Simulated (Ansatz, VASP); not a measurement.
## Ca: VASP beside Ansatz

```xyz
1
Lattice="0.0000 2.8454 2.8454 2.8454 0.0000 2.8454 2.8454 2.8454 0.0000" Properties=species:S:1:pos:R:3 pbc="T T T"
Ca    0.0000    0.0000    0.0000
```

Alike in both runs: task single point; functional PBEsol; k mesh 14 × 14 × 14; occupations gaussian, width 0.1 eV; no spin polarisation.

|  | VASP | Ansatz |
| --- | --- | --- |
| version | VASP 6.6.1 | Ansatz 0.2.0 |
| potentials or method | VASP PAW PBE potentials, release 64 (Ca_sv), cutoff 520 eV | scalar-relativistic, plane waves, PAW |
| valence electrons in the cell | 10 | 10 |

Ansatz gave:

- gap on the k mesh at the Fermi level (eV): none
- pressure (GPa): -1.9

Question: Which values does VASP return?

Answer: gap on the k mesh at the Fermi level (eV): none; pressure (GPa): -1.8.

VASP's potentials were made for PBE, not for PBEsol. A gap of «none» marks a metal or a gap that the smearing closes.
